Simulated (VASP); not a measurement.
Set up this calculation in VASP 6.6.1, as the native input.

- Task: relaxation of cell and atoms
- Functional: PBEsol
- Dispersion: D3(BJ)
- Potentials or basis: VASP PAW PBE potentials, release 64 (Hf_pv)
- Cutoff: 600 eV
- k mesh: 10 × 10 × 10
- Occupations: fermi-dirac, width 0.05 eV
- Spin: no spin polarisation
- Dipole correction: no
- Further INCAR settings: ALGO = Normal; EDIFF = 1e-06; IBRION = 2; EDIFFG = -0.01; NSW = 60; ISIF = 3

The structure of Hf lies in POSCAR:

```
Hf
1.0
    0.0000000000      2.2200000000      2.2200000000
    2.2200000000      0.0000000000      2.2200000000
    2.2200000000      2.2200000000      0.0000000000
Hf
1
Direct
    0.0000000000      0.0000000000      0.0000000000
```

These files were run (other wordings do the same):

INCAR

```
ALGO = Normal
EDIFF = 1E-6
EDIFFG = -0.01
ENCUT = 600
GGA = PS
IBRION = 2
ISIF = 3
ISMEAR = -1
IVDW = 12
LASPH = T
LCHARG = F
LREAL = F
LWAVE = F
NELM = 100
NSW = 60
PREC = Accurate
SIGMA = 0.05
```

KPOINTS

```
k-points
0
Gamma
  10 10 10
```

Potentials or basis: VASP PAW PBE potentials, release 64 (Hf_pv).

Run with:

```sh
$ cat potpaw_PBE.64/Hf_pv/POTCAR > POTCAR
$ mpirun -np 1 vasp_std > vasp.out
```

It gave:

```yaml
Relaxed_volume: 20.71 Å³/atom
Relaxed_cell: a = 3.083 Å, b = 3.083 Å, c = 3.083 Å, α = 60.00°, β = 60.00°, γ = 60.00°
Space_group_after_relaxing_to_0.05_Å: Fm-3m (No. 225)
Energy_gained_by_relaxing: 22.5 meV/atom
Ionic_steps: 4
Pressure_after_relaxing: 0.0 GPa
Band_gap_on_the_k_mesh: zero (band 5 reaches 6.55 eV, above the bottom of band 6 at 4.73 eV)
Dispersion_energy_per_atom: -0.554 eV
```

Caveat: the PAW data sets were made with another functional, which shifts forces and pressure a little; spin-orbit coupling is left out, which moves the levels of the heavy elements; pairwise dispersion overbinds metals, which lowers pressure and volume.

Run time: 33 s on 1 thread of Intel Xeon 8259CL, with other jobs on the host, peak memory 0.18 GiB.
